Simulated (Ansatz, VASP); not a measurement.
Ge2TeO3 in VASP and in Ansatz

```
Ge Te O
1.0
     3.29581    0.00000    0.00000
     0.00000    3.29581    0.00000
     0.00000    0.00000    9.14835
Ge Te O
2 1 3
Direct
  0.50000 0.00000 0.62972
  0.00000 0.50000 0.37028
  0.50000 0.50000 0.00000
  0.50000 0.00000 0.42055
  0.00000 0.50000 0.57945
  0.00000 0.00000 0.00000
```

Change from the starting cell: species swapped into the Hf2Sb3Pd type (P-4m2, No. 115).

Alike in both runs: functional PBE; k mesh 6 × 6 × 2; occupations gaussian, width 0.1 eV; no spin polarisation.

Ansatz relaxed the structure, and its values are those at the end. VASP's run is a single point on that final structure, the one shown.

|  | VASP | Ansatz |
| --- | --- | --- |
| version | VASP 6.6.1 | Ansatz 0.2.0 |
| potentials or method | VASP PAW PBE potentials, release 64 (Ge_d, Te, O), cutoff 520 eV | scalar-relativistic, plane waves, PAW |
| valence electrons in the cell | 52 | 62 |

|  | VASP | Ansatz | Ansatz less VASP |
| --- | --- | --- | --- |
| gap on the k mesh at the Fermi level (eV) | none | none | - |
| pressure (GPa) | 0.0 | 0.1 | +0.11 |
| rms of the force components (eV/Å) | 0.029 | 0.006 | -0.0235 |

A gap of «none» marks a metal or a gap that the smearing closes. The functional is the same, so the differences come from potentials, cutoffs and numerics. VASP's potentials hold 52 valence electrons a cell and Ansatz's 62, so a difference there can come from the potentials and not from the codes.

Neither program's run includes spin-orbit coupling.
